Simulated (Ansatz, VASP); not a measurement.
AgCl in VASP and in Ansatz

File INCAR:

```
SYSTEM = AgCl
PREC = Accurate
ENCUT = 520
EDIFF = 1E-6
ISMEAR = -1
SIGMA = 0.03
LREAL = .FALSE.
LASPH = .TRUE.
NELM = 100
ALGO = Normal
ISIF = 2
LWAVE = .FALSE.
LCHARG = .FALSE.
GGA = PE
NBANDS = 26
```

The input KPOINTS:

```
regular mesh
0
G
  9 9 8
  0 0 0
```

POSCAR

```
AgCl
1.0
    1.8646524332     -5.5380111664      0.0000000000
    1.8646524332      5.5380111664      0.0000000000
    0.0000000000      0.0000000000      3.9109133812
Ag Cl
2 2
Direct
    0.3965554000      0.6034446000      0.7500000000
    0.6034446000      0.3965554000      0.2500000000
    0.8654487300      0.1345512700      0.2500000000
    0.1345512700      0.8654487300      0.7500000000
```

Input for Ansatz:

```yaml
crystal:
  lattice:
    - [1.8646524332, -5.5380111664, 0.0]
    - [1.8646524332, 5.5380111664, 0.0]
    - [0.0, 0.0, 3.9109133812]
  atoms:
    - { symbol: Ag, position: [0.3965554, 0.6034446, 0.75] }
    - { symbol: Ag, position: [0.6034446, 0.3965554, 0.25] }
    - { symbol: Cl, position: [0.86544873, 0.13455127, 0.25] }
    - { symbol: Cl, position: [0.13455127, 0.86544873, 0.75] }
kpoints:
  mp_grid: { grid: [9, 9, 8] }
  band_path:
    path:
      - [0.0, 0.0, 0.0]
      - [-0.5, 0.5, 0.0]
      - [-0.2783418463, 0.7216581537, 0.0]
      - [0.2783418463, 0.2783418463, 0.0]
      - [0.0, 0.0, 0.0]
      - [0.0, 0.0, 0.5]
      - [0.2783418463, 0.2783418463, 0.5]
      - [-0.2783418463, 0.7216581537, 0.5]
      - [-0.5, 0.5, 0.5]
    npoints: 5
scf:
  occupations: { method: fermi_dirac, width: 0.03 }
hamiltonian:
  xc: pbe
  pseudopotentials: { kind: all_electron, lapw: { basis_error: 0.001 } }
output:
  forces: true
  stress: true
  eigenvalues: true
```

Change from the starting cell: volume scaled by 0.99.

Alike in both runs: task single point; functional PBE; k mesh 9 × 9 × 8; occupations fermi-dirac, width 0.03 eV; no spin polarisation.

|  | VASP | Ansatz |
| --- | --- | --- |
| version | VASP 6.6.1 | Ansatz 0.2.0 |
| potentials or method | VASP PAW PBE potentials, release 64 (Ag, Cl), cutoff 520 eV | all-electron LAPW, scalar-relativistic |

Ansatz gave:

- pressure (GPa): 2.3
- traceless stress, the component that is largest in VASP (GPa): -0.06
- rms of the force components (eV/Å): 0.007

What did VASP give for the same quantities?

Pressure (GPa): 2.1; traceless stress, the component that is largest in VASP (GPa): -0.01; rms of the force components (eV/Å): 0.006.

Atom by atom the forces differ by 0.002 eV/Å (rms over components). Ansatz ran all-electron here, and VASP with PAW potentials.
